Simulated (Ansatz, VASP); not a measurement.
# HfO2 in VASP and in Ansatz

Contents of INCAR:

```
SYSTEM = HfO2
PREC = Accurate
ENCUT = 520
EDIFF = 1E-6
ISMEAR = 0
SIGMA = 0.05
LREAL = .FALSE.
LASPH = .TRUE.
NELM = 100
ALGO = Normal
ISIF = 2
LWAVE = .FALSE.
LCHARG = .FALSE.
GGA = PE
NBANDS = 56
```

Contents of KPOINTS:

```
Automatic mesh
0
G
  6 6 6
  0 0 0
```

The input POSCAR:

```
HfO2
1.0
    5.0976115212      0.0000000000      0.0000000000
    0.0000000000     -5.0976115212      0.0000000000
    0.0000000000      0.0000000000     -5.0976115212
Hf O
4 8
Direct
    0.0416140056      1.0416140056      1.0000000000
    0.5000000000      0.5000000000      1.0000000000
    0.5000000000      1.0000000000      0.5000000000
    0.0000000000      0.5000000000      0.5000000000
    0.2500000000      0.2500000000      0.2500000000
    0.7500000000      0.7500000000      0.2500000000
    0.7500000000      0.2500000000      0.7500000000
    0.2500000000      0.7500000000      0.7500000000
    0.7500000000      0.7500000000      0.7500000000
    0.2500000000      0.2500000000      0.7500000000
    0.2500000000      0.7500000000      0.2500000000
    0.7500000000      0.2500000000      0.2500000000
```

Input for Ansatz:

```yaml
crystal:
  lattice:
    - [5.0976115212, 0.0, 0.0]
    - [0.0, -5.0976115212, 0.0]
    - [0.0, 0.0, -5.0976115212]
  atoms:
    - { symbol: Hf, position: [0.0416140056, 1.0416140056, 1.0] }
    - { symbol: Hf, position: [0.5, 0.5, 1.0] }
    - { symbol: Hf, position: [0.5, 1.0, 0.5] }
    - { symbol: Hf, position: [0.0, 0.5, 0.5] }
    - { symbol: O, position: [0.25, 0.25, 0.25] }
    - { symbol: O, position: [0.75, 0.75, 0.25] }
    - { symbol: O, position: [0.75, 0.25, 0.75] }
    - { symbol: O, position: [0.25, 0.75, 0.75] }
    - { symbol: O, position: [0.75, 0.75, 0.75] }
    - { symbol: O, position: [0.25, 0.25, 0.75] }
    - { symbol: O, position: [0.25, 0.75, 0.25] }
    - { symbol: O, position: [0.75, 0.25, 0.25] }
basis:
  ecutwfc: 420
kpoints:
  mp_grid: { grid: [6, 6, 6] }
hamiltonian:
  xc: pbe
scf:
  occupations: { method: gaussian, width: 0.05 }
output:
  forces: true
  stress: true
  eigenvalues: true
```

Alike in both runs: task single point; functional PBE; k mesh 6 × 6 × 6; occupations gaussian, width 0.05 eV; no spin polarisation.

|  | VASP | Ansatz |
| --- | --- | --- |
| version | VASP 6.6.1 | Ansatz 0.2.0 |
| potentials or method | VASP PAW PBE potentials, release 64 (Hf_pv, O), cutoff 520 eV | scalar-relativistic, plane waves, PAW |
| valence electrons in the cell | 88 | 152 |

Ansatz gave:

* gap on the k mesh at the Fermi level (eV): 3.23
* least direct gap on the mesh (eV): 3.23
* pressure (GPa): 2.9
* traceless stress, the component that is largest in VASP (GPa): -2.79
* rms of the force components (eV/Å): 1.243

Q: Estimate VASP's values.

A: gap on the k mesh at the Fermi level (eV): 3.21; least direct gap on the mesh (eV): 3.21; pressure (GPa): -0.7; traceless stress, the component that is largest in VASP (GPa): -2.79; rms of the force components (eV/Å): 1.231.

Atom by atom the forces differ by 0.022 eV/Å (rms over components). VASP's potentials hold 88 valence electrons a cell and Ansatz's 152, so a difference there can come from the potentials and not from the codes.

Neither program's run includes spin-orbit coupling.
